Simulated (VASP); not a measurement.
# In (P6_3/mmc) in VASP: further runs

The runs below take In through relaxation of shape and atoms at fixed volume, with PBE+D3(BJ).

Everything below comes from runs of VASP 6.6.1. Logs are shortened: lines on timing, memory, paths and dates and some standing lists are left out, and cuts for length are marked.

### Step 1. The cell of the first run

It takes space group P6_3/mmc (No. 194, hexagonal). Conventional cell: a = 3.261 Å, b = 3.261 Å, c = 5.357 Å, α = 90.00°, β = 90.00°, γ = 120.00°. In (site symmetry -6m2) has 12 In at 3.26 to 3.27 Å within 4.3 Å.

This isn't the form of In at room conditions, which is tetragonal.

### Step 2. Relaxation of shape and atoms at fixed volume, PBE+D3(BJ) (24.66 Å³/atom)

INCAR

```
PREC = Accurate ; ENCUT = 600
EDIFF = 1E-6 ; ISMEAR = 0
SIGMA = 0.1 ; LREAL = F
LASPH = T ; NELM = 60
ALGO = Fast ; ISIF = 4
LWAVE = F ; LCHARG = F
GGA = PE ; IVDW = 12
IBRION = 2 ; NSW = 50
EDIFFG = -0.01
```

KPOINTS

```
regular mesh
0
Gamma
  15 15 8
```

POSCAR

```
In
1.0
    3.2608149621      0.0000000000      0.0000000000
   -1.6304074811      2.8239485942      0.0000000000
    0.0000000000      0.0000000000      5.3567848048
In
2
Direct
    0.3333333333      0.6666666667      0.2500000000
    0.6666666667      0.3333333333      0.7500000000
```

Potentials or basis: VASP PAW PBE potentials, release 64 (In_d).

Started as:

```console
cat potpaw_PBE.64/In_d/POTCAR > POTCAR
mpirun -np 1 vasp_std > vasp.out
```

OUTCAR:

```text
PREC = Accurate
   ENCUT = 600
   EDIFF = 1E-6
   ISMEAR = 0
   LREAL = F
   LASPH = T
   NELM = 60
   ISIF = 4
   GGA = PE
   IVDW = 12
   IBRION = 2
   NSW = 50
   EDIFFG = -0.01
 IVDW          = 12

 ion  position               nearest neighbor table
   1  0.333  0.667  0.250-   2 3.27   2 3.27   2 3.27   2 3.27   2 3.27   2 3.27
   2  0.667  0.333  0.750-   1 3.27   1 3.27   1 3.27   1 3.27   1 3.27   1 3.27

  LATTYP: Found a hexagonal cell.
 ALAT       =     3.2608149621
 C/A-ratio  =     1.6427748483

  Lattice vectors:

 A1 = (   3.2608149621,   0.0000000000,   0.0000000000)
 A2 = (  -1.6304074811,   2.8239485942,   0.0000000000)
 A3 = (   0.0000000000,   0.0000000000,   5.3567848048)

Analysis of symmetry for initial positions (statically):
=====================================================================
 Subroutine PRICEL returns:
 Original cell was already a primitive cell.

 Routine SETGRP: Setting up the symmetry group for a
 hexagonal supercell.

 Subroutine GETGRP returns: Found 24 space group operations
 (whereof 12 operations were pure point group operations)
 out of a pool of 24 trial point group operations.

The static configuration has the point symmetry D_3d.
 The point group associated with its full space group is D_6h.

Analysis of symmetry for dynamics (positions and initial velocities):
=====================================================================
 Subroutine PRICEL returns:
 Original cell was already a primitive cell.

 Routine SETGRP: Setting up the symmetry group for a
 hexagonal supercell.

 Subroutine GETGRP returns: Found 24 space group operations
 (whereof 12 operations were pure point group operations)
 out of a pool of 24 trial point group operations.

The dynamic configuration has the point symmetry D_3d.
 The point group associated with its full space group is D_6h.

 Subroutine INISYM returns: Found 24 space group operations
 (whereof 12 operations are pure point group operations),
 and found     1 'primitive' translations

----------------------------------------------------------------------------------------

                                     Primitive cell

  volume of cell :      49.3273

  direct lattice vectors                    reciprocal lattice vectors
     3.260814962  0.000000000  0.000000000     0.306671802  0.177057047  0.000000000
    -1.630407481  2.823948594  0.000000000     0.000000000  0.354114095  0.000000000
     0.000000000  0.000000000  5.356784805     0.000000000  0.000000000  0.186679144

  length of vectors
     3.260814962  3.260814962  5.356784805     0.354114095  0.354114095  0.186679144

  position of ions in fractional coordinates (direct lattice)
     0.333333333  0.666666667  0.250000000
     0.666666667  0.333333333  0.750000000

  ion indices of the primitive-cell ions
   primitive index   ion index
                 1           1
                 2           2

----------------------------------------------------------------------------------------

 KPOINTS: regular mesh

Automatic generation of k-mesh.
 Grid dimensions read from file:
 generate k-points for:   15   15    8

 Generating k-lattice:

  Cartesian coordinates                     Fractional coordinates (reciprocal lattice)
     0.020444787  0.011803803  0.000000000     0.066666667 -0.000000000  0.000000000
     0.000000000  0.023607606  0.000000000     0.000000000  0.066666667  0.000000000
     0.000000000  0.000000000  0.023334893     0.000000000  0.000000000  0.125000000

  Length of vectors
     0.023607606  0.023607606  0.023334893

  Shift w.r.t. Gamma in fractional coordinates (k-lattice)
     0.000000000  0.000000000  0.000000000

 Subroutine IBZKPT returns following result:
 ===========================================

 Found    135 irreducible k-points:

 Following reciprocal coordinates:
            Coordinates               Weight
  0.000000  0.000000  0.000000      1.000000
  0.066667  0.000000  0.000000      6.000000
  0.133333 -0.000000  0.000000      6.000000
  0.200000 -0.000000  0.000000      6.000000
  0.266667 -0.000000  0.000000      6.000000
  0.333333 -0.000000  0.000000      6.000000
[... 16 lines left out ...]
  0.333333  0.200000  0.000000     12.000000
  0.400000  0.200000  0.000000      6.000000
 [... further k-points ...]
   k-points           NKPTS =    135   k-points in BZ     NKDIM =    135   number of bands    NBANDS=     17
   number of dos      NEDOS =    301   number of ions     NIONS =      2
   total plane-waves  NPLWV =  37632
   dimension x,y,z NGX =    28 NGY =   28 NGZ =   48
   dimension x,y,z NGXF=    56 NGYF=   56 NGZF=   96
   ions per type =               2
   NGX,Y,Z   is equivalent  to a cutoff of  14.28, 14.28, 14.90 a.u.
   NGXF,Y,Z  is equivalent  to a cutoff of  28.55, 28.55, 29.79 a.u.
 SYSTEM =  unknown system
   PREC   = accura    normal or accurate (medium, high low for compatibility)
   ISTART =      0    job   : 0-new  1-cont  2-samecut
   ICHARG =      2    charge: 1-file 2-atom 10-const
   ISPIN  =      1    spin polarized calculation?
   LNONCOLLINEAR =      F non collinear calculations
   LSORBIT =      F    spin-orbit coupling
   LASPH  =      T    aspherical Exc in radial PAW
   ENCUT  =  600.0 eV  44.10 Ry    6.64 a.u.   6.51  6.51 10.70*2*pi/ulx,y,z
   NELM   =     60;   NELMIN=  2; NELMDL= -5     # of ELM steps
   EDIFF  = 0.1E-05   stopping-criterion for ELM
   LREAL  =      F    real-space projection
   EDIFFG = -.1E-01   stopping-criterion for IOM
   NSW    =     50    number of steps for IOM
   IBRION =      2    ionic relax: 0-MD 1-quasi-New 2-CG
   NFREE  =      1    steps in history (QN), initial steepest desc. (CG)
   ISIF   =      4    stress and relaxation
   ISYM   =      2    0-nonsym 1-usesym 2-fastsym
   POTIM  = 0.5000    time-step for ionic-motion
   TEBEG  =    0.0;   TEEND  =   0.0 temperature during run
   PSTRESS=    0.0 pullay stress
   NELECT =      26.0000    total number of electrons
   NUPDOWN=      -1.0000    fix difference up-down
   EMIN   =  10.00;   EMAX   =-10.00  energy-range for DOS
   EFERMI =   0.00;   METHOD = LEGACY
   ISMEAR =     0;   SIGMA  =   0.10  broadening in eV -4-tet -1-fermi 0-gaus
   EFERMI_NEDOS =   21; number of points for ismear=-14 and -15
   IALGO  =     68    algorithm
   IMIX   =      4    mixing-type and parameters
     AMIX     =   0.40;   BMIX     =  1.00
     AMIX_MAG =   1.60;   BMIX_MAG =  1.00
  volume/ion in A,a.u.               =      24.66       166.44
  Fermi-wavevector in a.u.,A,eV,Ry     =   1.322423  2.499016 23.793886  1.748801
  Thomas-Fermi vector in A             =   2.452105
   LORBIT       =      0    0 simple, 1 ext, 2 COOP (PROOUT), +10 PAW based schemes
   GGA     = PE    functional components
   LHFCALC =     F    Hartree Fock is set to
   AEXX    =    0.0000 exact exchange contribution
   IVDW    =    12    specifies the selected vdW correction
   LEPSILON=     F    determine dielectric tensor
   LRPA    =     F    only Hartree local field effects (RPA)
 conjugate gradient relaxation of ions
 non-spin polarized calculation
 RMM-DIIS sequential band-by-band and
 Gauss-broadening in eV      SIGMA  =   0.10
  energy-cutoff  :      600.00
  volume of cell :       49.33
 maximum number of plane-waves:      1679
 NGX is ok and might be reduce to    28
   NGX = 13   NGY = 13   NGZ = 21

--------------------------------------- Ionic step        1  -------------------------------------------

 number of electron      26.0000003 magnetization

 Free energy of the ion-electron system (eV)
  ---------------------------------------------------
  ext. energy  EPLUGINS =         0.00000000
  ---------------------------------------------------
  free energy    TOTEN  =        -5.02187466 eV

  energy without entropy =       -5.01704085  energy(sigma->0) =       -5.01945776

------------------------ aborting loop because EDIFF is reached ----------------------------------------

 Edisp (eV)   -0.71871

 E8    (eV) :    -0.3589

  FORCE on cell =-STRESS in cart. coord.  units (eV):
  Direction    XX          YY          ZZ          XY          YZ          ZX
  --------------------------------------------------------------------------------------
  -------------------------------------------------------------------------------------
  Total       0.89446     0.89446     0.93783    -0.00000     0.00000     0.00000
  in kB      29.05254    29.05254    30.46117    -0.00000     0.00000     0.00000
  external pressure =       29.52 kB  Pullay stress =        0.00 kB

 VOLUME and BASIS-vectors are now :
 -----------------------------------------------------------------------------
  energy-cutoff  :      600.00
  volume of cell :       49.33
      direct lattice vectors                 reciprocal lattice vectors
     3.260814962  0.000000000  0.000000000     0.306671802  0.177057047  0.000000000
    -1.630407481  2.823948594  0.000000000     0.000000000  0.354114095  0.000000000
     0.000000000  0.000000000  5.356784805     0.000000000  0.000000000  0.186679144

 POSITION                                       TOTAL-FORCE (eV/Angst)
 -----------------------------------------------------------------------------------
     -0.00000      1.88263      1.33920        -0.000000      0.000000      0.000000
      1.63041      0.94132      4.01759         0.000000     -0.000000      0.000000
 -----------------------------------------------------------------------------------
    total drift:                               -0.000000      0.000000     -0.000000

  FREE ENERGIE OF THE ION-ELECTRON SYSTEM (eV)
  ---------------------------------------------------
  free  energy   TOTEN  =        -5.7405845280 eV

  energy  without entropy=       -5.7357507174  energy(sigma->0) =       -5.73816762

--------------------------------------- Ionic step        2  -------------------------------------------

 number of electron      26.0000003 magnetization

 Free energy of the ion-electron system (eV)
  ---------------------------------------------------
  ext. energy  EPLUGINS =         0.00000000
  ---------------------------------------------------
  free energy    TOTEN  =        -5.02189930 eV

  energy without entropy =       -5.01704988  energy(sigma->0) =       -5.01947459

 E-fermi :   8.2352     XC(G=0): -10.5375

 val. band max:        8.2281162015   @ k =   0.2667   0.2667   0.3750
 cond. band min:       8.2485335842   @ k =   0.3333  -0.0000   0.1250
 fundamental gap:      0.0204173827
 Fermi energy:         8.2351869473

 k-point     1 :       0.0000    0.0000    0.0000
  band No.  band energies     occupation
      1      -6.5799      2.00000
      2      -6.4952      2.00000
      3      -6.4576      2.00000
      4      -6.4576      2.00000
      5      -6.4237      2.00000
      6      -6.4237      2.00000
[... 9 lines left out ...]
     16      18.9871      0.00000
     17      19.2535      0.00000

 k-point     2 :       0.0667    0.0000    0.0000
  band No.  band energies     occupation
      1      -6.5719      2.00000
      2      -6.4997      2.00000
      3      -6.4485      2.00000
      4      -6.4426      2.00000
      5      -6.4235      2.00000
      6      -6.4095      2.00000
[... 9 lines left out ...]
     16      18.1525      0.00000
     17      19.4019      0.00000

 k-point     3 :       0.1333   -0.0000    0.0000
  band No.  band energies     occupation
      1      -6.5669      2.00000
      2      -6.4987      2.00000
      3      -6.4381      2.00000
      4      -6.4046      2.00000
      5      -6.4000      2.00000
      6      -6.3812      2.00000
[... 392 lines left out ...]
 k-point    23 :       0.3333    0.2000    0.0000
  band No.  band energies     occupation
      1      -6.6056      2.00000
      2      -6.5784      2.00000
      3      -6.4489      2.00000
      4      -6.4462      2.00000
      5      -6.3460      2.00000
      6      -6.3212      2.00000
[... 9 lines left out ...]
     16      10.8341      0.00000
     17      12.2094      0.00000

 k-point    24 :       0.4000    0.2000    0.0000
  band No.  band energies     occupation
      1      -6.6158      2.00000
      2      -6.5845      2.00000
      3      -6.4425      2.00000
      4      -6.4351      2.00000
      5      -6.3567      2.00000
      6      -6.3080      2.00000
[... 9 lines left out ...]
     16       9.7891      0.00000
     17      11.4643      0.00000

 [... further k-points ...]

------------------------ aborting loop because EDIFF is reached ----------------------------------------

 Edisp (eV)   -0.71871

 E8    (eV) :    -0.3589

  FORCE on cell =-STRESS in cart. coord.  units (eV):
  Direction    XX          YY          ZZ          XY          YZ          ZX
  --------------------------------------------------------------------------------------
  -------------------------------------------------------------------------------------
  Total       0.89783     0.89783     0.92645    -0.00000     0.00000     0.00000
  in kB      29.16197    29.16197    30.09174    -0.00000     0.00000     0.00000
  external pressure =       29.47 kB  Pullay stress =        0.00 kB

 VOLUME and BASIS-vectors are now :
 -----------------------------------------------------------------------------
  energy-cutoff  :      600.00
  volume of cell :       49.33
      direct lattice vectors                 reciprocal lattice vectors
     3.259678313 -0.000000000  0.000000000     0.306778738  0.177118787 -0.000000000
    -1.629839157  2.822964227 -0.000000000     0.000000000  0.354237574 -0.000000000
     0.000000000  0.000000000  5.360521275     0.000000000  0.000000000  0.186549022

 POSITION                                       TOTAL-FORCE (eV/Angst)
 -----------------------------------------------------------------------------------
     -0.00000      1.88198      1.34013         0.000000      0.000000      0.000000
      1.62984      0.94099      4.02039        -0.000000     -0.000000      0.000000
 -----------------------------------------------------------------------------------
    total drift:                               -0.000000      0.000000     -0.000000

  FREE ENERGIE OF THE ION-ELECTRON SYSTEM (eV)
  ---------------------------------------------------
  free  energy   TOTEN  =        -5.7406117238 eV

  energy  without entropy=       -5.7357623076  energy(sigma->0) =       -5.73818702

 reached required accuracy - stopping structural energy minimisation
```

Run time: 3 min. Hardware: 1 thread of Intel Xeon Platinum 8259CL at 2.50GHz (Skylake/Cascade Lake), shared host; peak memory 0.28 GiB.

What came out:

```
Free energy                : -5.7406 eV
Energy gained by relaxing  : 0.0 meV/atom
Ionic steps                : 2
Pressure after relaxing    : 2.9 GPa
Band gap on the k mesh     : zero (bands 13 and 14 overlap by 6.66 eV)
Dispersion energy per atom : -0.359 eV
```

Final structure:
```
In
1.0
     3.25968    0.00000    0.00000
    -1.62984    2.82296    0.00000
     0.00000    0.00000    5.36052
In
2
Direct
  0.33333 0.66667 0.25000
  0.66667 0.33333 0.75000
```

Levels at points of the mesh, in eV from the Fermi level:
```tsv
k point	band 11	band 12	band 13	band 14	band 15	band 16
(0.00, 0.00, 0.00)	-9.99	-4.45	-3.69	8.84	8.84	10.75
(0.00, 0.00, 0.50)	-8.54	-8.54	3.15	3.15	9.92	9.92
```

Caveat: spin-orbit coupling is left out, which moves the levels of the heavy elements.

### Step 3. Relaxation of shape and atoms at fixed volume, PBE+D3(BJ) (25.45 Å³/atom)

This run uses another cell than the first one, of 25.45 Å³/atom.

INCAR

```
PREC = Accurate
ENCUT = 600
EDIFF = 1E-6
ISMEAR = 0
SIGMA = 0.1
LREAL = False
LASPH = True
NELM = 100
ALGO = Fast
ISIF = 4
LWAVE = False
LCHARG = False
GGA = PE
IVDW = 12
IBRION = 2
NSW = 50
EDIFFG = -0.01
```

KPOINTS is that of step 2.

POSCAR

```
In
1.0
    3.2951418527      0.0000000000      0.0000000000
   -1.6475709264      2.8536765535      0.0000000000
    0.0000000000      0.0000000000      5.4131761573
In
2
Direct
    0.3333333333      0.6666666667      0.2500000000
    0.6666666667      0.3333333333      0.7500000000
```

Potentials or basis: VASP PAW PBE potentials, release 64 (In_d).

Started as:

```console
cat potpaw_PBE.64/In_d/POTCAR > POTCAR
mpirun -np 1 vasp_std > vasp.out
```

Wall time 2.5 min (1 thread of Intel Xeon Platinum 8259CL at 2.50GHz (Skylake/Cascade Lake), shared host); peak memory 0.28 GiB.

It converged, with:

- Free energy: -5.7620 eV
- Pressure after relaxing: 1.4 GPa
- Band gap on the k mesh: zero (bands 13 and 14 overlap by 6.46 eV)
- Dispersion energy per atom: -0.348 eV

Final structure:
```
In
1.0
     3.29514    0.00000    0.00000
    -1.64757    2.85368    0.00000
     0.00000    0.00000    5.41318
In
2
Cartesian
  0.0000 1.9025 1.3533
  1.6476 0.9512 4.0599
```

Levels at points of the mesh, in eV from the Fermi level:
| k point | band 9 | band 10 | band 11 | band 12 | band 13 | band 14 | band 15 | band 16 | band 17 |
| --- | --- | --- | --- | --- | --- | --- | --- | --- | --- |
| (0.00, 0.00, 0.00) | -14.35 | -14.35 | -9.75 | -4.41 | -3.54 | 8.60 | 8.60 | 10.48 | 11.10 |
| (0.00, 0.00, 0.50) | -14.42 | -14.42 | -8.34 | -8.34 | 3.09 | 3.09 | 9.65 | 9.65 | 9.68 |

Caveat: spin-orbit coupling is left out, which moves the levels of the heavy elements.

The gap in the log of VASP goes by the Fermi energy; the results here count the filled bands.